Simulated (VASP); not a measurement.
# Cu (P6_3/mmc) in VASP: further runs

The runs below take Cu through single point, with r2SCAN.

Everything below comes from runs of VASP 6.6.1. Logs are shortened: lines on timing, memory, paths and dates and some standing lists are left out, and cuts for length are marked.

## 1. The cell of the first run

It takes space group P6_3/mmc (No. 194, hexagonal). The conventional cell has a = 2.567 Å, b = 2.567 Å, c = 8.186 Å, α = 90.00°, β = 90.00°, γ = 120.00°. Within 3.3 Å of Cu (site symmetry -3m) lie 12 Cu at 2.53 to 2.57 Å. Cu (site symmetry -6m2) has 12 Cu at 2.53 to 2.57 Å within 3.3 Å.

This isn't the form of Cu at room conditions, which is fcc.

## 2. Single point, r2SCAN (biaxial strain in the a-b plane: +1.5 %, then relaxed in part)

Contents of POSCAR:

```
Cu
1.0
    2.5672796027      0.0000000000      0.0000000000
   -1.2836398014      2.2233293546      0.0000000000
    0.0000000000      0.0000000000      8.1862434655
Cu
4
Direct
    0.0000000000      0.0000000000      0.0000000000
    0.3333333333      0.6666666667      0.2500000000
    0.0000000000      0.0000000000      0.5000000000
    0.6666666667      0.3333333333      0.7500000000
```

Contents of INCAR.step1:

```
ALGO = Normal
EDIFF = 1E-5
ENCUT = 660
GGA = PE
GGA_COMPAT = F
ISMEAR = 0
LASPH = T
LCHARG = F
LREAL = F
LWAVE = T
NBANDS = 30
NELM = 120
PREC = Accurate
SIGMA = 0.1
```

Contents of INCAR.step2:

```
ALGO = Normal
EDIFF = 1E-6
ENCUT = 660
GGA_COMPAT = F
ISIF = 2
ISMEAR = 0
ISTART = 1
LASPH = T
LCHARG = F
LMIXTAU = T
LREAL = F
LWAVE = F
METAGGA = R2SCAN
NBANDS = 30
NELM = 120
PREC = Accurate
SIGMA = 0.1
```

Contents of KPOINTS:

```
k-points
0
Gamma
  24 24 6
```

Potentials or basis: VASP PAW PBE potentials, release 64 (Cu).

Launch:

```console
> cat potpaw_PBE.64/Cu/POTCAR > POTCAR
> cp INCAR.step1 INCAR
> mpirun -np 1 vasp_std > vasp.out
> cp INCAR.step2 INCAR
> mpirun -np 1 vasp_std > vasp.out
```

OUTCAR:

```text
EDIFF = 1E-6
   ENCUT = 660
   ISIF = 2
   ISMEAR = 0
   ISTART = 1
   LASPH = T
   LREAL = F
   METAGGA = R2SCAN
   NELM = 120
   PREC = Accurate

 ion  position               nearest neighbor table
   1  0.000  0.000  0.000-   2 2.53   4 2.53   4 2.53   2 2.53   4 2.53   2 2.53
   2  0.333  0.667  0.250-   1 2.53   3 2.53   1 2.53   3 2.53   1 2.53   3 2.53
   3  0.000  0.000  0.500-   2 2.53   4 2.53   4 2.53   2 2.53   4 2.53   2 2.53
   4  0.667  0.333  0.750-   1 2.53   3 2.53   1 2.53   3 2.53   1 2.53   3 2.53

  LATTYP: Found a hexagonal cell.
 ALAT       =     2.5672796027
 C/A-ratio  =     3.1886840284

  Lattice vectors:

 A1 = (   2.5672796027,   0.0000000000,   0.0000000000)
 A2 = (  -1.2836398014,   2.2233293546,   0.0000000000)
 A3 = (   0.0000000000,   0.0000000000,   8.1862434655)

Analysis of symmetry for initial positions (statically):
=====================================================================
 Subroutine PRICEL returns:
 Original cell was already a primitive cell.

 Routine SETGRP: Setting up the symmetry group for a
 hexagonal supercell.

 Subroutine GETGRP returns: Found 24 space group operations
 (whereof 12 operations were pure point group operations)
 out of a pool of 24 trial point group operations.

The static configuration has the point symmetry D_3d.
 The point group associated with its full space group is D_6h.

Analysis of symmetry for dynamics (positions and initial velocities):
=====================================================================
 Subroutine PRICEL returns:
 Original cell was already a primitive cell.

 Routine SETGRP: Setting up the symmetry group for a
 hexagonal supercell.

 Subroutine GETGRP returns: Found 24 space group operations
 (whereof 12 operations were pure point group operations)
 out of a pool of 24 trial point group operations.

The dynamic configuration has the point symmetry D_3d.
 The point group associated with its full space group is D_6h.

 Subroutine INISYM returns: Found 24 space group operations
 (whereof 12 operations are pure point group operations),
 and found     1 'primitive' translations

----------------------------------------------------------------------------------------

                                     Primitive cell

  volume of cell :      46.7263

  direct lattice vectors                    reciprocal lattice vectors
     2.567279603  0.000000000  0.000000000     0.389517370  0.224887959  0.000000000
    -1.283639801  2.223329355  0.000000000     0.000000000  0.449775917  0.000000000
     0.000000000  0.000000000  8.186243466     0.000000000  0.000000000  0.122156152

  length of vectors
     2.567279603  2.567279603  8.186243466     0.449775917  0.449775917  0.122156152

  position of ions in fractional coordinates (direct lattice)
     0.000000000  0.000000000  0.000000000
     0.333333333  0.666666667  0.250000000
     0.000000000  0.000000000  0.500000000
     0.666666667  0.333333333  0.750000000

  ion indices of the primitive-cell ions
   primitive index   ion index
                 1           1
                 2           2
                 3           3
                 4           4

----------------------------------------------------------------------------------------

 KPOINTS: k-points

Automatic generation of k-mesh.
 Grid dimensions read from file:
 generate k-points for:   24   24    6

 Generating k-lattice:

  Cartesian coordinates                     Fractional coordinates (reciprocal lattice)
     0.016229890  0.009370332  0.000000000     0.041666667  0.000000000  0.000000000
     0.000000000  0.018740663  0.000000000     0.000000000  0.041666667  0.000000000
     0.000000000  0.000000000  0.020359359     0.000000000  0.000000000  0.166666667

  Length of vectors
     0.018740663  0.018740663  0.020359359

  Shift w.r.t. Gamma in fractional coordinates (k-lattice)
     0.000000000  0.000000000  0.000000000

 Subroutine IBZKPT returns following result:
 ===========================================

 Found    244 irreducible k-points:

 Following reciprocal coordinates:
            Coordinates               Weight
  0.000000  0.000000  0.000000      1.000000
  0.041667  0.000000  0.000000      6.000000
  0.083333  0.000000  0.000000      6.000000
  0.125000  0.000000  0.000000      6.000000
  0.166667  0.000000  0.000000      6.000000
  0.208333  0.000000  0.000000      6.000000
[... 16 lines left out ...]
  0.416667  0.041667  0.000000     12.000000
  0.458333  0.041667  0.000000     12.000000
 [... further k-points ...]
   k-points           NKPTS =    244   k-points in BZ     NKDIM =    244   number of bands    NBANDS=     30
   number of dos      NEDOS =    301   number of ions     NIONS =      4
   total plane-waves  NPLWV =  40320
   dimension x,y,z NGX =    24 NGY =   24 NGZ =   70
   dimension x,y,z NGXF=    48 NGYF=   48 NGZF=  140
   ions per type =               4
   NGX,Y,Z   is equivalent  to a cutoff of  15.54, 15.54, 14.22 a.u.
   NGXF,Y,Z  is equivalent  to a cutoff of  31.08, 31.08, 28.43 a.u.
 SYSTEM =  unknown system
   PREC   = accura    normal or accurate (medium, high low for compatibility)
   ISTART =      1    job   : 0-new  1-cont  2-samecut
   ICHARG =      0    charge: 1-file 2-atom 10-const
   ISPIN  =      1    spin polarized calculation?
   LNONCOLLINEAR =      F non collinear calculations
   LSORBIT =      F    spin-orbit coupling
   LASPH  =      T    aspherical Exc in radial PAW
   ENCUT  =  660.0 eV  48.51 Ry    6.96 a.u.   5.38  5.38 17.15*2*pi/ulx,y,z
   NELM   =    120;   NELMIN=  2; NELMDL=  0     # of ELM steps
   EDIFF  = 0.1E-05   stopping-criterion for ELM
   LREAL  =      F    real-space projection
   EDIFFG = 0.1E-04   stopping-criterion for IOM
   NSW    =      0    number of steps for IOM
   IBRION =     -1    ionic relax: 0-MD 1-quasi-New 2-CG
   NFREE  =      0    steps in history (QN), initial steepest desc. (CG)
   ISIF   =      2    stress and relaxation
   ISYM   =      2    0-nonsym 1-usesym 2-fastsym
   POTIM  = 0.5000    time-step for ionic-motion
   TEBEG  =    0.0;   TEEND  =   0.0 temperature during run
   PSTRESS=    0.0 pullay stress
   NELECT =      44.0000    total number of electrons
   NUPDOWN=      -1.0000    fix difference up-down
   EMIN   =  10.00;   EMAX   =-10.00  energy-range for DOS
   EFERMI =   0.00;   METHOD = LEGACY
   ISMEAR =     0;   SIGMA  =   0.10  broadening in eV -4-tet -1-fermi 0-gaus
   EFERMI_NEDOS =   21; number of points for ismear=-14 and -15
   IALGO  =     38    algorithm
   IMIX   =      4    mixing-type and parameters
     AMIX     =   0.40;   BMIX     =  1.00
     AMIX_MAG =   1.60;   BMIX_MAG =  1.00
  volume/ion in A,a.u.               =      11.68        78.83
  Fermi-wavevector in a.u.,A,eV,Ry     =   1.604619  3.032290 35.032296  2.574801
  Thomas-Fermi vector in A             =   2.701095
   LORBIT       =      0    0 simple, 1 ext, 2 COOP (PROOUT), +10 PAW based schemes
   METAGGA = R2SCAN    functional components
   LHFCALC =     F    Hartree Fock is set to
   AEXX    =    0.0000 exact exchange contribution
   IVDW    =     0    specifies the selected vdW correction
   LEPSILON=     F    determine dielectric tensor
   LRPA    =     F    only Hartree local field effects (RPA)
 non-spin polarized calculation
 Gauss-broadening in eV      SIGMA  =   0.10
  energy-cutoff  :      660.00
  volume of cell :       46.73
 maximum number of plane-waves:      1847
 NGX is ok and might be reduce to    24
   NGX = 11   NGY = 11   NGZ = 35

 number of electron      44.0000029 magnetization

 Free energy of the ion-electron system (eV)
  ---------------------------------------------------
  ext. energy  EPLUGINS =         0.00000000
  ---------------------------------------------------
  free energy    TOTEN  =       -43.27805592 eV

  energy without entropy =      -43.27256796  energy(sigma->0) =      -43.27531194

 E-fermi :   7.5520     XC(G=0): -13.8180

 val. band max:        7.5502555792   @ k =   0.2917   0.2083   0.3333
 cond. band min:       7.5527992932   @ k =   0.4167   0.0833   0.3333
 fundamental gap:      0.0025437140
 Fermi energy:         7.5520416622

 k-point     1 :       0.0000    0.0000    0.0000
  band No.  band energies     occupation
      1      -2.2225      2.00000
      2       0.0724      2.00000
      3       0.0748      2.00000
      4       2.2790      2.00000
      5       4.1462      2.00000
      6       4.1589      2.00000
[... 22 lines left out ...]
     29      30.0572      0.00000
     30      30.0611      0.00000

 k-point     2 :       0.0417    0.0000    0.0000
  band No.  band energies     occupation
      1      -2.1645      2.00000
      2       0.1239      2.00000
      3       0.1262      2.00000
      4       2.3116      2.00000
      5       4.1067      2.00000
      6       4.1409      2.00000
[... 22 lines left out ...]
     29      29.2072      0.00000
     30      29.2093      0.00000

 k-point     3 :       0.0833    0.0000    0.0000
  band No.  band energies     occupation
      1      -1.9915      2.00000
      2       0.2761      2.00000
      3       0.2785      2.00000
      4       2.4062      2.00000
      5       4.0154      2.00000
      6       4.0925      2.00000
[... 22 lines left out ...]
     29      28.0078      0.00000
     30      28.0706      0.00000

 k-point     4 :       0.1250    0.0000    0.0000
  band No.  band energies     occupation
      1      -1.7062      2.00000
      2       0.5223      2.00000
      3       0.5246      2.00000
      4       2.5523      2.00000
      5       3.9066      2.00000
      6       4.0243      2.00000
[... 616 lines left out ...]
     29      20.8277      0.00000
     30      20.8748      0.00000

 k-point    23 :       0.4167    0.0417    0.0000
  band No.  band energies     occupation
      1       2.1817      2.00000
      2       2.3945      2.00000
      3       2.6266      2.00000
      4       2.9396      2.00000
      5       3.3100      2.00000
      6       3.3514      2.00000
[... 22 lines left out ...]
     29      19.4949      0.00000
     30      19.9189      0.00000

 k-point    24 :       0.4583    0.0417    0.0000
  band No.  band energies     occupation
      1       2.2708      2.00000
      2       2.3976      2.00000
      3       2.7355      2.00000
      4       2.9434      2.00000
      5       3.2898      2.00000
      6       3.3091      2.00000
[... 22 lines left out ...]
     29      18.3934      0.00000
     30      18.8785      0.00000

 [... further k-points ...]

------------------------ aborting loop because EDIFF is reached ----------------------------------------

  FORCE on cell =-STRESS in cart. coord.  units (eV):
  Direction    XX          YY          ZZ          XY          YZ          ZX
  --------------------------------------------------------------------------------------
  -------------------------------------------------------------------------------------
  Total       -1.2287666     -1.2287666      0.0877147      0.0000000      0.0000000     -0.0000000
  in kB      -42.1326098    -42.1326098      3.0076087      0.0000000      0.0000000     -0.0000000
  external PRESSURE =     -27.0858703 kB  Pullay stress =       0.0000000 kB

 VOLUME and BASIS-vectors are now :
 -----------------------------------------------------------------------------
  energy-cutoff  :      660.00
  volume of cell :       46.73
      direct lattice vectors                 reciprocal lattice vectors
     2.567279603  0.000000000  0.000000000     0.389517370  0.224887959  0.000000000
    -1.283639801  2.223329355  0.000000000     0.000000000  0.449775917  0.000000000
     0.000000000  0.000000000  8.186243466     0.000000000  0.000000000  0.122156152

 POSITION                                       TOTAL-FORCE (eV/Angst)
 -----------------------------------------------------------------------------------
      0.00000      0.00000      0.00000        -0.000000      0.000000     -0.000000
     -0.00000      1.48222      2.04656         0.000000     -0.000000      0.000000
      0.00000      0.00000      4.09312        -0.000000      0.000000     -0.000000
      1.28364      0.74111      6.13968         0.000000      0.000000      0.000000
 -----------------------------------------------------------------------------------
    total drift:                               -0.000000      0.000000      0.000000

  FREE ENERGIE OF THE ION-ELECTRON SYSTEM (eV)
  ---------------------------------------------------
  free  energy   TOTEN  =       -43.2780559150 eV

  energy  without entropy=      -43.2725679613  energy(sigma->0) =      -43.27531194
```

Wall time 15 min (1 thread of AMD EPYC 9R45 (Zen 5), shared host); peak memory 0.43 GiB.

What came out:

* Free energy: -43.2781 eV
* Pressure: -2.7 GPa
* Band gap on the k mesh: zero (bands 22 and 23 overlap by 5.25 eV)

Stress tensor (GPa, compression positive):
```
-4.21  0.00  0.00
 0.00 -4.21  0.00
 0.00  0.00  0.30
```

Caveat: the cell differs from its parent crystal (biaxial strain in the a-b plane: +1.5 %, then relaxed in part); the PAW data sets were made with another functional, which shifts forces and pressure a little.

## 3. Single point, r2SCAN

This run uses another cell than the first one, of 10.03 Å³/atom.

Contents of POSCAR:

```
Cu
1.0
    2.4198540032      0.0000000000      0.0000000000
   -1.2099270016      2.0956550403      0.0000000000
    0.0000000000      0.0000000000      7.9087505812
Cu
4
Direct
    0.0000000000      0.0000000000      0.0000000000
    0.3333333333      0.6666666667      0.2500000000
    0.0000000000      0.0000000000      0.5000000000
    0.6666666667      0.3333333333      0.7500000000
```

Contents of INCAR.step1:

```
SYSTEM = Cu
PREC     = Accurate       ! precision mode
ENCUT    = 520            ! plane-wave cutoff, eV
ISMEAR   = 0              ! smearing method
SIGMA    = 0.1            ! smearing width, eV
LREAL    = .FALSE.        ! projectors in reciprocal space
LASPH    = .TRUE.         ! aspherical terms in the spheres
NELM     = 60             ! most SCF steps
NBANDS   = 30             ! bands
GGA      = PE             ! functional
ALGO     = Normal         ! electronic algorithm
EDIFF    = 1E-4           ! SCF threshold, eV
LWAVE    = .TRUE.         ! write WAVECAR
LCHARG   = .FALSE.        ! write CHGCAR
```

Contents of INCAR.step2:

```
SYSTEM = Cu
PREC     = Accurate       ! precision mode
ENCUT    = 520            ! plane-wave cutoff, eV
EDIFF    = 1E-7           ! SCF threshold, eV
ISMEAR   = 0              ! smearing method
SIGMA    = 0.1            ! smearing width, eV
LREAL    = .FALSE.        ! projectors in reciprocal space
LASPH    = .TRUE.         ! aspherical terms in the spheres
NELM     = 60             ! most SCF steps
ALGO     = Normal         ! electronic algorithm
ISIF     = 2              ! what is computed and relaxed
LWAVE    = .FALSE.        ! write WAVECAR
LCHARG   = .TRUE.         ! write CHGCAR
METAGGA  = R2SCAN         ! meta-GGA
LMIXTAU  = .TRUE.       
LELF     = .TRUE.         ! ELF
LVHAR    = .TRUE.       
NBANDS   = 30             ! bands
ISTART   = 1
```

Contents of KPOINTS:

```
regular mesh
0
G
  18 18 6
  0 0 0
```

Potentials or basis: VASP PAW PBE potentials, release 64 (Cu).

Launch:

```console
> cat potpaw_PBE.64/Cu/POTCAR > POTCAR
> cp INCAR.step1 INCAR
> mpirun -np 1 vasp_std > vasp.out
> cp INCAR.step2 INCAR
> mpirun -np 1 vasp_std > vasp.out
```

It took 7.5 min on 1 thread of Intel Xeon Platinum 8559C (Emerald Rapids), shared host; peak memory 0.24 GiB.

The run converged. Its results:

- Free energy: -42.7894 eV
- Pressure: 30.8 GPa
- Band gap on the k mesh: zero (bands 22 and 23 overlap by 5.93 eV)

Stress tensor (GPa, compression positive):
```
30.78  0.00  0.00
 0.00 30.78  0.00
 0.00  0.00 30.89
```

Levels at points of the mesh, in eV from the Fermi level:
```
           k point  band 18  band 19  band 20  band 21  band 22  band 23  band 24  band 25  band 26  band 27
(0.00, 0.00, 0.00)    -2.51    -2.51    -2.30    -2.30    -1.93    -1.93    -1.55     4.92    14.48    14.48
(0.50, 0.00, 0.00)    -1.75    -1.75    -1.72    -0.98     0.22     1.20     1.88     5.80     5.81     9.79
(0.00, 0.00, 0.50)    -2.67    -2.67    -2.67    -2.08    -2.08    -2.08    -2.08     8.29     8.29    21.47
(0.50, 0.00, 0.50)    -1.86    -1.76    -1.76    -0.02    -0.02     1.60     1.60     6.26     6.26     8.37
```

Caveat: the cell stands under pressure; the PAW data sets were made with another functional, which shifts forces and pressure a little.

The gap in the log of VASP goes by the Fermi energy; the results here count the filled bands.